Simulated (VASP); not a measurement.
Write the native input for VASP 6.6.1 that does the following.

```yaml
Task: single point
Functional: PBEsol
Potentials_or_basis: VASP PAW PBE potentials, release 64 (Pt, S)
Cutoff: 520 eV
k_mesh: 12 × 12 × 8
Occupations: gaussian, width 0.05 eV
Spin: no spin polarisation
Dipole_correction: no
Further_INCAR_settings: ALGO = Normal; EDIFF = 1e-07; NBANDS = 18
```

The structure of PtS2 lies in POSCAR:

```
PtS2
1.0
    3.5431994758      0.0000000000      0.0000000000
   -1.7715997379      3.0685007567      0.0000000000
    0.0000000000      0.0000000000      5.0388000000
Pt S
1 2
Direct
    0.0000000000      0.0000000000      0.0000000000
    0.3051102540      0.6666666667      0.2500000000
    0.6666666667      0.3333333333      0.7500000000
```

This cell differs from its parent crystal: atom 2 (S) moved by (-0.100, +0.000) A along x and y.

The input as run:

INCAR

```
SYSTEM = PtS2
PREC = Accurate
ENCUT = 520
EDIFF = 1E-7
ISMEAR = 0
SIGMA = 0.05
LREAL = .False.
LASPH = .True.
NELM = 100
ALGO = Normal
ISIF = 2
LWAVE = .False.
LCHARG = .False.
GGA = PS
NBANDS = 18
```

KPOINTS

```
regular mesh
0
Gamma
  12 12 8
  0 0 0
```

Potentials or basis: VASP PAW PBE potentials, release 64 (Pt, S).

The run is started by

```bash
$ cat potpaw_PBE.64/Pt/POTCAR potpaw_PBE.64/S/POTCAR > POTCAR
$ mpirun -np 1 vasp_std > vasp.out
```

Results of the run:

| Quantity | Value |
| --- | --- |
| Pressure | -2.7 GPa |
| Largest force | 0.985 eV/Å |
| Band gap on the k mesh | 0.40 eV, indirect (least direct gap 0.62 eV) |

Caveat: the cell differs from its parent crystal (atom 2 (S) moved by (-0.100, +0.000) A along x and y); the PAW data sets were made with another functional, which shifts forces and pressure a little; spin-orbit coupling is left out, which moves the levels of the heavy elements.

It took 14 min on 1 thread of AMD EPYC 7R13, with other jobs on the host, peak memory 0.58 GiB.
